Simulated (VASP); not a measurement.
# SnS2 (P-3m1) in VASP: single point with HSE06

Aim: the single point of SnS2 with HSE06.

Everything below comes from runs of VASP 6.6.1. Logs are shortened: lines on timing, memory, paths and dates and some standing lists are left out, and cuts for length are marked.

## (1) The cell of the first run

Symmetry: P-3m1, No. 164, trigonal system. The conventional cell has a = 3.661 Å, b = 3.661 Å, c = 5.962 Å, α = 90.00°, β = 90.00°, γ = 120.00°. Sn (site symmetry -3m) has 6 S at 2.57 Å within 3.4 Å. S (site symmetry 3m) has 3 Sn at 2.57 Å within 3.4 Å.

## (2) Single point, HSE06

POSCAR reads:

```
SnS2
1.0
    3.6607574624      0.0000000000      0.0000000000
   -1.8303787312      3.1703089595      0.0000000000
    0.0000000000      0.0000000000      5.9618049176
Sn S
1 2
Direct
    0.0000000000      0.0000000000      0.0000000000
    0.3333333333      0.6666666667      0.2455903383
    0.6666666667      0.3333333333      0.7544096617
```

INCAR.step1 reads:

```
SYSTEM = SnS2
PREC = Accurate
ENCUT = 400
EDIFF = 1E-5
ISMEAR = 0
SIGMA = 0.01
LREAL = .FALSE.
LASPH = .TRUE.
NELM = 120
ALGO = Normal
ISIF = 2
LWAVE = .TRUE.
GGA = PE
NBANDS = 20
GGA_COMPAT = .FALSE.
```

INCAR.step2 reads:

```
SYSTEM = SnS2
PREC = Accurate
ENCUT = 400
EDIFF = 1E-6
ISMEAR = 0
SIGMA = 0.01
LREAL = .FALSE.
LASPH = .TRUE.
NELM = 120
ALGO = Normal
ISIF = 2
LWAVE = .FALSE.
LCHARG = .TRUE.
GGA = PE
LHFCALC = .TRUE.
HFSCREEN = 0.2079
PRECFOCK = Normal
LELF = .TRUE.
LVHAR = .TRUE.
ISTART = 1
NBANDS = 20
GGA_COMPAT = .FALSE.
```

KPOINTS reads:

```
Automatic mesh
0
G
  6 6 2
  0 0 0
```

Potentials or basis: VASP PAW PBE potentials, release 64 (Sn_d, S).

Command:

```bash
> cat potpaw_PBE.64/Sn_d/POTCAR potpaw_PBE.64/S/POTCAR > POTCAR
> cp INCAR.step1 INCAR
> mpirun -np 1 vasp_std > vasp.out
> cp INCAR.step2 INCAR
> mpirun -np 1 vasp_std > vasp.out
```

OUTCAR:

```text
SYSTEM = SnS2
   PREC = Accurate
   ENCUT = 400
   EDIFF = 1E-6
   ISMEAR = 0
   LREAL = .FALSE.
   LASPH = .TRUE.
   NELM = 120
   ISIF = 2
   GGA = PE
   LHFCALC = .TRUE.
   HFSCREEN = 0.2079
   PRECFOCK = Normal
   ISTART = 1

 ion  position               nearest neighbor table
   1  0.000  0.000  0.000-   2 2.57   3 2.57   2 2.57   3 2.57   3 2.57   2 2.57
   2  0.333  0.667  0.246-   1 2.57   1 2.57   1 2.57
   3  0.667  0.333  0.754-   1 2.57   1 2.57   1 2.57

  LATTYP: Found a hexagonal cell.
 ALAT       =     3.6607574624
 C/A-ratio  =     1.6285714033

  Lattice vectors:

 A1 = (   3.6607574624,   0.0000000000,   0.0000000000)
 A2 = (  -1.8303787312,   3.1703089595,   0.0000000000)
 A3 = (   0.0000000000,   0.0000000000,   5.9618049176)

Analysis of symmetry for initial positions (statically):
=====================================================================
 Subroutine PRICEL returns:
 Original cell was already a primitive cell.

 Routine SETGRP: Setting up the symmetry group for a
 hexagonal supercell.

 Subroutine GETGRP returns: Found 12 space group operations
 (whereof 12 operations were pure point group operations)
 out of a pool of 24 trial point group operations.

The static configuration has the point symmetry D_3d.

Analysis of symmetry for dynamics (positions and initial velocities):
=====================================================================
 Subroutine PRICEL returns:
 Original cell was already a primitive cell.

 Routine SETGRP: Setting up the symmetry group for a
 hexagonal supercell.

 Subroutine GETGRP returns: Found 12 space group operations
 (whereof 12 operations were pure point group operations)
 out of a pool of 24 trial point group operations.

The dynamic configuration has the point symmetry D_3d.

 Subroutine INISYM returns: Found 12 space group operations
 (whereof 12 operations are pure point group operations),
 and found     1 'primitive' translations

----------------------------------------------------------------------------------------

                                     Primitive cell

  volume of cell :      69.1911

  direct lattice vectors                    reciprocal lattice vectors
     3.660757462  0.000000000  0.000000000     0.273167510  0.157713335  0.000000000
    -1.830378731  3.170308959  0.000000000     0.000000000  0.315426671  0.000000000
     0.000000000  0.000000000  5.961804918     0.000000000  0.000000000  0.167734438

  length of vectors
     3.660757462  3.660757462  5.961804918     0.315426671  0.315426671  0.167734438

  position of ions in fractional coordinates (direct lattice)
     0.000000000  0.000000000  0.000000000
     0.333333333  0.666666667  0.245590338
     0.666666667  0.333333333  0.754409662

  ion indices of the primitive-cell ions
   primitive index   ion index
                 1           1
                 2           2
                 3           3

----------------------------------------------------------------------------------------

 KPOINTS: Automatic mesh

Automatic generation of k-mesh.
 Grid dimensions read from file:
 generate k-points for:    6    6    2

 Generating k-lattice:

  Cartesian coordinates                     Fractional coordinates (reciprocal lattice)
     0.045527918  0.026285556  0.000000000     0.166666667  0.000000000  0.000000000
     0.000000000  0.052571112  0.000000000     0.000000000  0.166666667  0.000000000
     0.000000000  0.000000000  0.083867219     0.000000000  0.000000000  0.500000000

  Length of vectors
     0.052571112  0.052571112  0.083867219

  Shift w.r.t. Gamma in fractional coordinates (k-lattice)
     0.000000000  0.000000000  0.000000000

 Subroutine IBZKPT returns following result:
 ===========================================

 Found     14 irreducible k-points:

 Following reciprocal coordinates:
            Coordinates               Weight
  0.000000  0.000000  0.000000      1.000000
  0.166667  0.000000  0.000000      6.000000
  0.333333  0.000000  0.000000      6.000000
  0.500000  0.000000  0.000000      3.000000
  0.166667  0.166667  0.000000      6.000000
  0.333333  0.166667  0.000000     12.000000
  0.333333  0.333333  0.000000      2.000000
  0.000000  0.000000  0.500000      1.000000
  0.166667  0.000000  0.500000      6.000000
  0.333333  0.000000  0.500000      6.000000
  0.500000  0.000000  0.500000      3.000000
  0.166667  0.166667  0.500000      6.000000
  0.333333  0.166667  0.500000     12.000000
  0.333333  0.333333  0.500000      2.000000
   k-points           NKPTS =     14   k-points in BZ     NKDIM =     72   number of bands    NBANDS=     20
   number of dos      NEDOS =    301   number of ions     NIONS =      3
   total plane-waves  NPLWV =  23040
   dimension x,y,z NGX =    24 NGY =   24 NGZ =   40
   dimension x,y,z NGXF=    48 NGYF=   48 NGZF=   80
   ions per type =               1   2
   NGX,Y,Z   is equivalent  to a cutoff of  10.90, 10.90, 11.15 a.u.
   NGXF,Y,Z  is equivalent  to a cutoff of  21.80, 21.80, 22.31 a.u.
 SYSTEM =  SnS2
   PREC   = accura    normal or accurate (medium, high low for compatibility)
   ISTART =      1    job   : 0-new  1-cont  2-samecut
   ICHARG =      0    charge: 1-file 2-atom 10-const
   ISPIN  =      1    spin polarized calculation?
   LNONCOLLINEAR =      F non collinear calculations
   LSORBIT =      F    spin-orbit coupling
   LASPH  =      T    aspherical Exc in radial PAW
   ENCUT  =  400.0 eV  29.40 Ry    5.42 a.u.   5.97  5.97  9.72*2*pi/ulx,y,z
   NELM   =    120;   NELMIN=  2; NELMDL=  0     # of ELM steps
   EDIFF  = 0.1E-05   stopping-criterion for ELM
   LREAL  =      F    real-space projection
   EDIFFG = 0.1E-04   stopping-criterion for IOM
   NSW    =      0    number of steps for IOM
   IBRION =     -1    ionic relax: 0-MD 1-quasi-New 2-CG
   NFREE  =      0    steps in history (QN), initial steepest desc. (CG)
   ISIF   =      2    stress and relaxation
   ISYM   =      3    0-nonsym 1-usesym 2-fastsym
   POTIM  = 0.5000    time-step for ionic-motion
   TEBEG  =    0.0;   TEEND  =   0.0 temperature during run
   PSTRESS=    0.0 pullay stress
   NELECT =      26.0000    total number of electrons
   NUPDOWN=      -1.0000    fix difference up-down
   EMIN   =  10.00;   EMAX   =-10.00  energy-range for DOS
   EFERMI =   0.00;   METHOD = LEGACY
   ISMEAR =     0;   SIGMA  =   0.01  broadening in eV -4-tet -1-fermi 0-gaus
   EFERMI_NEDOS =   21; number of points for ismear=-14 and -15
   IALGO  =     38    algorithm
   IMIX   =      1    mixing-type and parameters
     AMIX     =   0.40;   BMIX     =  1.00
     AMIX_MAG =   1.60;   BMIX_MAG =  1.00
  volume/ion in A,a.u.               =      23.06       155.64
  Fermi-wavevector in a.u.,A,eV,Ry     =   1.181361  2.232448 18.988468  1.395613
  Thomas-Fermi vector in A             =   2.317636
   LORBIT       =      0    0 simple, 1 ext, 2 COOP (PROOUT), +10 PAW based schemes
   GGA     = PE    functional components
   LHFCALC =     T    Hartree Fock is set to
   PRECFOCK=normal    Normal, Fast or Accurate (Low or Medium for compatibility)
   ENCUT4O =  -1.0   cutoff for four orbital integrals eV
   NKREDX  =     1    reduce k-point grid by
   NKREDY  =     1    reduce k-point grid by
   NKREDZ  =     1    reduce k-point grid by
   AEXX    =    0.2500 exact exchange contribution
   HFSCREEN=    0.2079 screening length (either q_TF or 0.3 A-1)
   HFSCREENC=   0.2079 screening length for correlation (either q_TF or 0.3 A-1)
   ENCUTFOCK=  -1.0 apply spherical cutoff to Coloumb kernel
   IVDW    =     0    specifies the selected vdW correction
   LEPSILON=     F    determine dielectric tensor
   LRPA    =     F    only Hartree local field effects (RPA)
 non-spin polarized calculation
 Gauss-broadening in eV      SIGMA  =   0.01
  energy-cutoff  :      400.00
  volume of cell :       69.19
 maximum number of plane-waves:      1272
 NGX is ok and might be reduce to    24
  NGX = 18; NGY = 18; NGZ = 30

 number of electron      26.0000001 magnetization

 Free energy of the ion-electron system (eV)
  ---------------------------------------------------
  ext. energy  EPLUGINS =         0.00000000
  ---------------------------------------------------
  free energy    TOTEN  =       -16.19525397 eV

  energy without entropy =      -16.19525397  energy(sigma->0) =      -16.19525397

 E-fermi :   3.9001     XC(G=0):  -7.8969

 val. band max:        3.7619653019   @ k =   0.0000   0.0000   0.0000
 cond. band min:       6.1894679496   @ k =   0.5000   0.0000   0.5000
 fundamental gap:      2.4275026477
 Fermi energy:         3.9001191615

 k-point     1 :       0.0000    0.0000    0.0000
  band No.  band energies     occupation
      1     -19.0274      2.00000
      2     -19.0274      2.00000
      3     -18.9663      2.00000
      4     -18.9402      2.00000
      5     -18.9402      2.00000
      6     -11.2540      2.00000
[... 12 lines left out ...]
     19      14.5251      0.00000
     20      14.5251      0.00000

 k-point     2 :       0.1667    0.0000    0.0000
  band No.  band energies     occupation
      1     -19.0479      2.00000
      2     -19.0157      2.00000
      3     -18.9567      2.00000
      4     -18.9458      2.00000
      5     -18.9357      2.00000
      6     -10.9231      2.00000
[... 12 lines left out ...]
     19      14.0192      0.00000
     20      14.8504      0.00000

 k-point     3 :       0.3333    0.0000    0.0000
  band No.  band energies     occupation
      1     -19.0926      2.00000
      2     -19.0024      2.00000
      3     -18.9675      2.00000
      4     -18.9228      2.00000
      5     -18.9162      2.00000
      6     -10.0251      2.00000
[... 12 lines left out ...]
     19      14.3794      0.00000
     20      15.3362      0.00000

 k-point     4 :       0.5000    0.0000    0.0000
  band No.  band energies     occupation
      1     -19.1155      2.00000
      2     -19.0002      2.00000
      3     -18.9747      2.00000
      4     -18.9088      2.00000
      5     -18.9017      2.00000
      6      -9.2202      2.00000
[... 199 lines left out ...]
 k-point    13 :       0.3333    0.1667    0.5000
  band No.  band energies     occupation
      1     -19.0937      2.00000
      2     -19.0185      2.00000
      3     -18.9611      2.00000
      4     -18.9229      2.00000
      5     -18.9062      2.00000
      6      -9.2100      2.00000
[... 12 lines left out ...]
     19      14.2761      0.00000
     20      15.2527      0.00000

 k-point    14 :       0.3333    0.3333    0.5000
  band No.  band energies     occupation
      1     -19.0593      2.00000
      2     -19.0593      2.00000
      3     -18.9348      2.00000
      4     -18.9348      2.00000
      5     -18.9151      2.00000
      6      -8.6054      2.00000
[... 12 lines left out ...]
     19      14.5638      0.00000
     20      14.6366      0.00000

------------------------ aborting loop because EDIFF is reached ----------------------------------------

  FORCE on cell =-STRESS in cart. coord.  units (eV):
  Direction    XX          YY          ZZ          XY          YZ          ZX
  --------------------------------------------------------------------------------------
  -------------------------------------------------------------------------------------
  Total       -0.1279100     -0.1279100     -0.1487246     -0.0000000      0.0000000      0.0000000
  in kB       -2.9618608     -2.9618608     -3.4438407     -0.0000000      0.0000000      0.0000000
  external PRESSURE =      -3.1225207 kB  Pullay stress =       0.0000000 kB

 VOLUME and BASIS-vectors are now :
 -----------------------------------------------------------------------------
  energy-cutoff  :      400.00
  volume of cell :       69.19
      direct lattice vectors                 reciprocal lattice vectors
     3.660757462  0.000000000  0.000000000     0.273167510  0.157713335  0.000000000
    -1.830378731  3.170308959  0.000000000     0.000000000  0.315426671  0.000000000
     0.000000000  0.000000000  5.961804918     0.000000000  0.000000000  0.167734438

 POSITION                                       TOTAL-FORCE (eV/Angst)
 -----------------------------------------------------------------------------------
      0.00000      0.00000      0.00000        -0.000000      0.000000     -0.000000
     -0.00000      2.11354      1.46416         0.000000     -0.000000     -0.265367
      1.83038      1.05677      4.49764        -0.000000      0.000000      0.265367
 -----------------------------------------------------------------------------------
    total drift:                                0.000001     -0.000000      0.000001

  FREE ENERGIE OF THE ION-ELECTRON SYSTEM (eV)
  ---------------------------------------------------
  free  energy   TOTEN  =       -16.1952539682 eV

  energy  without entropy=      -16.1952539682  energy(sigma->0) =      -16.19525397
```

Run time: 19 min. Hardware: 1 thread of Intel Xeon Platinum 8488C (Sapphire Rapids), shared host; peak memory 0.27 GiB.

Results:

```yaml
Free_energy: -16.1953 eV
Pressure: -0.3 GPa
Largest_force: 0.265 eV/Å
Band_gap_on_the_k_mesh: 2.43 eV (least direct gap 2.80 eV)
```

Forces on the atoms (eV/Å):
```
Sn   0.000  0.000  0.000
S    0.000  0.000 -0.265
S    0.000  0.000  0.265
```

Caveat: the k points lie up to 0.53 Å⁻¹ apart; the PAW data sets were made with another functional, which shifts forces and pressure a little; spin-orbit coupling is left out, which moves the levels of the heavy elements; this functional lacks dispersion, which binds layers or chains, so the pressure and a relaxed spacing across them are unreliable. A k mesh can miss the band edges.
